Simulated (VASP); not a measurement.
# AgGeAu (P-6m2) in VASP: single point with PBE

Aim: the single point of AgGeAu with PBE.

Program: VASP 6.6.1. These are calculated values, not measurements. Logs are shortened: lines on timing, memory, paths and dates and some standing lists are left out, and cuts for length are marked.

### 1 The cell of the first run

It takes space group P-6m2 (No. 187, hexagonal). The conventional cell has a = 4.448 Å, b = 4.448 Å, c = 10.093 Å, α = 90.00°, β = 90.00°, γ = 120.00°. Within 3.6 Å of Ag (site symmetry 3m) lie 4 Ge at 2.70 to 2.86 Å and 6 Au at 2.89 to 3.37 Å. Ag (site symmetry -6m2) has 3 Ge at 2.57 Å and 6 Au at 2.99 Å within 3.4 Å. Within 3.4 Å of Ge (site symmetry -6m2) lie 5 Ag at 2.57 to 2.86 Å and 6 Au at 2.99 Å. Ge (site symmetry 3m) has 1 Ge at 2.67 Å and 3 Ag at 2.70 Å and 6 Au at 2.90 to 3.36 Å within 3.5 Å. Au (site symmetry 3m) has 6 Ag at 2.89 to 2.99 Å and 6 Ge at 2.99 to 3.36 Å and 2 Au at 3.07 to 3.51 Å within 3.8 Å. Within 3.8 Å of Au (site symmetry -6m2) lie 6 Ge at 2.90 Å and 6 Ag at 3.37 Å and 2 Au at 3.51 Å.

### 2 Single point, PBE

File INCAR:

```
SYSTEM = AgGeAu
PREC = Accurate ; ENCUT = 520
EDIFF = 1E-6 ; ISMEAR = 0
SIGMA = 0.2821 ; LREAL = .False.
LASPH = .True. ; NELM = 100
ALGO = Normal ; ISIF = 2
LWAVE = .False. ; LCHARG = .True.
GGA = PE ; LELF = .True.
LVHAR = .True. ; NBANDS = 64
```

File KPOINTS:

```
Automatic mesh
0
Gamma
  9 9 4
  0 0 0
```

File POSCAR:

```
AgGeAu
1.0
    2.2240101199      3.8520985243      0.0000000000
   -2.2240101199      3.8520985243      0.0000000000
    0.0000000000      0.0000000000     10.0925190000
Ag Ge Au
3 3 3
Direct
    0.3333333333      0.3333333333      0.2163164487
    0.3333333333      0.3333333333      0.7836835513
    0.6666666667      0.6666666667      0.5000000000
    0.3333333333      0.3333333333      0.5000000000
    0.6666666667      0.6666666667      0.1324603718
    0.6666666667      0.6666666667      0.8675396282
    0.0000000000      0.0000000000      0.3478024281
    0.0000000000      0.0000000000      0.6521975719
    0.0000000000      0.0000000000      0.0000000000
```

Potentials or basis: VASP PAW PBE potentials, release 64 (Ag, Ge_d, Au).

The run is started by

```
> cat potpaw_PBE.64/Ag/POTCAR potpaw_PBE.64/Ge_d/POTCAR potpaw_PBE.64/Au/POTCAR > POTCAR
> mpirun -np 1 vasp_std > vasp.out
```

OUTCAR:

```text
SYSTEM = AgGeAu
   PREC = Accurate
   ENCUT = 520
   EDIFF = 1E-6
   ISMEAR = 0
   LREAL = .False.
   LASPH = .True.
   NELM = 100
   ISIF = 2
   GGA = PE

 ion  position               nearest neighbor table
   1  0.333  0.333  0.216-   5 2.70   5 2.70   5 2.70   4 2.86   7 2.89   7 2.89   7 2.89   9 3.37
                             9 3.37   9 3.37
   2  0.333  0.333  0.784-   6 2.70   6 2.70   6 2.70   4 2.86   8 2.89   8 2.89   8 2.89   9 3.37
                             9 3.37   9 3.37
   3  0.667  0.667  0.500-   4 2.57   4 2.57   4 2.57   7 2.99   8 2.99   7 2.99   8 2.99   7 2.99
                             8 2.99
   4  0.333  0.333  0.500-   3 2.57   3 2.57   3 2.57   2 2.86   1 2.86   7 2.99   8 2.99   8 2.99
                             7 2.99   8 2.99   7 2.99
   5  0.667  0.667  0.132-   6 2.67   1 2.70   1 2.70   1 2.70   9 2.90   9 2.90   9 2.90
   6  0.667  0.667  0.868-   5 2.67   2 2.70   2 2.70   2 2.70   9 2.90   9 2.90   9 2.90
   7  0.000  0.000  0.348-   1 2.89   1 2.89   1 2.89   3 2.99   4 2.99   3 2.99   4 2.99   3 2.99
                             4 2.99   8 3.07   9 3.51
   8  0.000  0.000  0.652-   2 2.89   2 2.89   2 2.89   3 2.99   4 2.99   3 2.99   4 2.99   3 2.99
                             4 2.99   7 3.07   9 3.51
   9  0.000  0.000  0.000-   5 2.90   6 2.90   5 2.90   6 2.90   5 2.90   6 2.90   1 3.37   2 3.37
                             1 3.37   2 3.37   1 3.37   2 3.37   7 3.51   8 3.51

  LATTYP: Found a hexagonal cell.
 ALAT       =     4.4480202399
 C/A-ratio  =     2.2689912491

  Lattice vectors:

 A1 = (   2.2240101199,  -3.8520985243,   0.0000000000)
 A2 = (   2.2240101199,   3.8520985243,   0.0000000000)
 A3 = (   0.0000000000,   0.0000000000,  10.0925190000)

Analysis of symmetry for initial positions (statically):
=====================================================================
 Subroutine PRICEL returns:
 Original cell was already a primitive cell.

 Routine SETGRP: Setting up the symmetry group for a
 hexagonal supercell.

 Subroutine GETGRP returns: Found 12 space group operations
 (whereof 12 operations were pure point group operations)
 out of a pool of 24 trial point group operations.

The static configuration has the point symmetry D_3h.

Analysis of symmetry for dynamics (positions and initial velocities):
=====================================================================
 Subroutine PRICEL returns:
 Original cell was already a primitive cell.

 Routine SETGRP: Setting up the symmetry group for a
 hexagonal supercell.

 Subroutine GETGRP returns: Found 12 space group operations
 (whereof 12 operations were pure point group operations)
 out of a pool of 24 trial point group operations.

The dynamic configuration has the point symmetry D_3h.

 Subroutine INISYM returns: Found 12 space group operations
 (whereof 12 operations are pure point group operations),
 and found     1 'primitive' translations

----------------------------------------------------------------------------------------

                                     Primitive cell

  volume of cell :     172.9274

  direct lattice vectors                    reciprocal lattice vectors
     2.224010120  3.852098524  0.000000000     0.224819121  0.129799380  0.000000000
    -2.224010120  3.852098524  0.000000000    -0.224819121  0.129799380  0.000000000
     0.000000000  0.000000000 10.092519000     0.000000000  0.000000000  0.099083291

  length of vectors
     4.448020240  4.448020240 10.092519000     0.259598760  0.259598760  0.099083291

  position of ions in fractional coordinates (direct lattice)
     0.333333333  0.333333333  0.216316449
     0.333333333  0.333333333  0.783683551
     0.666666667  0.666666667  0.500000000
     0.333333333  0.333333333  0.500000000
     0.666666667  0.666666667  0.132460372
     0.666666667  0.666666667  0.867539628
     0.000000000  0.000000000  0.347802428
     0.000000000  0.000000000  0.652197572
     0.000000000  0.000000000  0.000000000

  ion indices of the primitive-cell ions
   primitive index   ion index
                 1           1
                 2           2
                 3           3
                 4           4
                 5           5
                 6           6
                 7           7
                 8           8
                 9           9

----------------------------------------------------------------------------------------

 KPOINTS: Automatic mesh

Automatic generation of k-mesh.
 Grid dimensions read from file:
 generate k-points for:    9    9    4

 Generating k-lattice:

  Cartesian coordinates                     Fractional coordinates (reciprocal lattice)
     0.024979902  0.014422153  0.000000000     0.111111111  0.000000000  0.000000000
    -0.024979902  0.014422153  0.000000000     0.000000000  0.111111111  0.000000000
     0.000000000  0.000000000  0.024770823     0.000000000  0.000000000  0.250000000

  Length of vectors
     0.028844307  0.028844307  0.024770823

  Shift w.r.t. Gamma in fractional coordinates (k-lattice)
     0.000000000  0.000000000  0.000000000

 Subroutine IBZKPT returns following result:
 ===========================================

 Found     36 irreducible k-points:

 Following reciprocal coordinates:
            Coordinates               Weight
  0.000000  0.000000  0.000000      1.000000
  0.111111 -0.000000  0.000000      6.000000
  0.222222  0.000000  0.000000      6.000000
  0.333333  0.000000  0.000000      6.000000
  0.444444  0.000000  0.000000      6.000000
  0.222222  0.111111  0.000000      6.000000
[... 16 lines left out ...]
 -0.444444  0.222222  0.250000     24.000000
 -0.333333  0.333333  0.250000      4.000000
 [... further k-points ...]
   k-points           NKPTS =     36   k-points in BZ     NKDIM =     36   number of bands    NBANDS=     64
   number of dos      NEDOS =    301   number of ions     NIONS =      9
   total plane-waves  NPLWV = 103680
   dimension x,y,z NGX =    36 NGY =   36 NGZ =   80
   dimension x,y,z NGXF=    72 NGYF=   72 NGZF=  160
   ions per type =               3   3   3
   NGX,Y,Z   is equivalent  to a cutoff of  13.46, 13.46, 13.18 a.u.
   NGXF,Y,Z  is equivalent  to a cutoff of  26.91, 26.91, 26.36 a.u.
 SYSTEM =  AgGeAu
   PREC   = accura    normal or accurate (medium, high low for compatibility)
   ISTART =      0    job   : 0-new  1-cont  2-samecut
   ICHARG =      2    charge: 1-file 2-atom 10-const
   ISPIN  =      1    spin polarized calculation?
   LNONCOLLINEAR =      F non collinear calculations
   LSORBIT =      F    spin-orbit coupling
   LASPH  =      T    aspherical Exc in radial PAW
   ENCUT  =  520.0 eV  38.22 Ry    6.18 a.u.   8.27  8.27 18.77*2*pi/ulx,y,z
   NELM   =    100;   NELMIN=  2; NELMDL= -5     # of ELM steps
   EDIFF  = 0.1E-05   stopping-criterion for ELM
   LREAL  =      F    real-space projection
   EDIFFG = 0.1E-04   stopping-criterion for IOM
   NSW    =      0    number of steps for IOM
   IBRION =     -1    ionic relax: 0-MD 1-quasi-New 2-CG
   NFREE  =      0    steps in history (QN), initial steepest desc. (CG)
   ISIF   =      2    stress and relaxation
   ISYM   =      2    0-nonsym 1-usesym 2-fastsym
   POTIM  = 0.5000    time-step for ionic-motion
   TEBEG  =    0.0;   TEEND  =   0.0 temperature during run
   PSTRESS=    0.0 pullay stress
   NELECT =     108.0000    total number of electrons
   NUPDOWN=      -1.0000    fix difference up-down
   EMIN   =  10.00;   EMAX   =-10.00  energy-range for DOS
   EFERMI =   0.00;   METHOD = LEGACY
   ISMEAR =     0;   SIGMA  =   0.28  broadening in eV -4-tet -1-fermi 0-gaus
   EFERMI_NEDOS =   21; number of points for ismear=-14 and -15
   IALGO  =     38    algorithm
   IMIX   =      4    mixing-type and parameters
     AMIX     =   0.40;   BMIX     =  1.00
     AMIX_MAG =   1.60;   BMIX_MAG =  1.00
  volume/ion in A,a.u.               =      19.21       129.66
  Fermi-wavevector in a.u.,A,eV,Ry     =   1.399356  2.644399 26.642886  1.958197
  Thomas-Fermi vector in A             =   2.522423
   LORBIT       =      0    0 simple, 1 ext, 2 COOP (PROOUT), +10 PAW based schemes
   GGA     = PE    functional components
   LHFCALC =     F    Hartree Fock is set to
   AEXX    =    0.0000 exact exchange contribution
   IVDW    =     0    specifies the selected vdW correction
   LEPSILON=     F    determine dielectric tensor
   LRPA    =     F    only Hartree local field effects (RPA)
 non-spin polarized calculation
 Gauss-broadening in eV      SIGMA  =   0.28
  energy-cutoff  :      520.00
  volume of cell :      172.93
 maximum number of plane-waves:      4677
 NGX is ok and might be reduce to    36
   NGX = 17   NGY = 17   NGZ = 37

 number of electron     107.9999995 magnetization

 Free energy of the ion-electron system (eV)
  ---------------------------------------------------
  ext. energy  EPLUGINS =         0.00000000
  ---------------------------------------------------
  free energy    TOTEN  =       -29.68636488 eV

  energy without entropy =      -29.55119727  energy(sigma->0) =      -29.61878108

 E-fermi :   7.2231     XC(G=0): -11.5161

 val. band max:        7.2197955216   @ k =   0.3333   0.0000   0.5000
 cond. band min:       7.2365660533   @ k =   0.4444   0.2222   0.0000
 fundamental gap:      0.0167705317
 Fermi energy:         7.2230589141

 k-point     1 :       0.0000    0.0000    0.0000
  band No.  band energies     occupation
      1     -17.6454      2.00000
      2     -17.6267      2.00000
      3     -17.6267      2.00000
      4     -17.6233      2.00000
      5     -17.6233      2.00000
      6     -17.5765      2.00000
[... 56 lines left out ...]
     63      10.8667      0.00000
     64      12.3616      0.00000

 k-point     2 :       0.1111   -0.0000    0.0000
  band No.  band energies     occupation
      1     -17.6452      2.00000
      2     -17.6267      2.00000
      3     -17.6267      2.00000
      4     -17.6237      2.00000
      5     -17.6233      2.00000
      6     -17.5764      2.00000
[... 1530 lines left out ...]
     63      13.6880      0.00000
     64      13.8932      0.00000

 [... further k-points ...]

------------------------ aborting loop because EDIFF is reached ----------------------------------------

  FORCE on cell =-STRESS in cart. coord.  units (eV):
  Direction    XX          YY          ZZ          XY          YZ          ZX
  --------------------------------------------------------------------------------------
  -------------------------------------------------------------------------------------
  Total        0.9857605      0.9857605     -1.4148880     -0.0000000     -0.0000000      0.0000000
  in kB        9.1331009      9.1331009    -13.1089804     -0.0000000     -0.0000000      0.0000000
  external PRESSURE =       1.7190738 kB  Pullay stress =       0.0000000 kB

 VOLUME and BASIS-vectors are now :
 -----------------------------------------------------------------------------
  energy-cutoff  :      520.00
  volume of cell :      172.93
      direct lattice vectors                 reciprocal lattice vectors
     2.224010120  3.852098524  0.000000000     0.224819121  0.129799380  0.000000000
    -2.224010120  3.852098524  0.000000000    -0.224819121  0.129799380  0.000000000
     0.000000000  0.000000000 10.092519000     0.000000000  0.000000000  0.099083291

 POSITION                                       TOTAL-FORCE (eV/Angst)
 -----------------------------------------------------------------------------------
      0.00000      2.56807      2.18318         0.000000     -0.000000      0.005913
      0.00000      2.56807      7.90934         0.000000     -0.000000     -0.005913
      0.00000      5.13613      5.04626         0.000000     -0.000000      0.000000
      0.00000      2.56807      5.04626        -0.000000      0.000000      0.000000
      0.00000      5.13613      1.33686        -0.000000     -0.000000     -0.001874
      0.00000      5.13613      8.75566        -0.000000     -0.000000      0.001874
      0.00000      0.00000      3.51020        -0.000000     -0.000000      0.001874
      0.00000      0.00000      6.58232        -0.000000     -0.000000     -0.001874
      0.00000      0.00000      0.00000         0.000000     -0.000000      0.000000
 -----------------------------------------------------------------------------------
    total drift:                               -0.000000      0.000001     -0.000000

  FREE ENERGIE OF THE ION-ELECTRON SYSTEM (eV)
  ---------------------------------------------------
  free  energy   TOTEN  =       -29.6863648840 eV

  energy  without entropy=      -29.5511972732  energy(sigma->0) =      -29.61878108
```

It took 10 min on 1 thread of Oxide Virtual Turin-like, shared host; peak memory 0.49 GiB.

Results:

| Item | Value |
| --- | --- |
| Free energy | -29.6864 eV |
| Pressure | 0.2 GPa |
| Largest force | 0.006 eV/Å |
| Band gap on the k mesh | zero (bands 54 and 55 overlap by 2.27 eV) |

Forces in eV/Å, atoms in the order of the input:
```
Ag   0.000  0.000  0.006
Ag   0.000  0.000 -0.006
Ag   0.000  0.000  0.000
Ge   0.000  0.000  0.000
Ge   0.000  0.000 -0.002
Ge   0.000  0.000  0.002
Au   0.000  0.000  0.002
Au   0.000  0.000 -0.002
Au   0.000  0.000  0.000
```

Caveat: so wide a smearing shifts energies and pressures; spin-orbit coupling is left out, which moves the levels of the heavy elements.
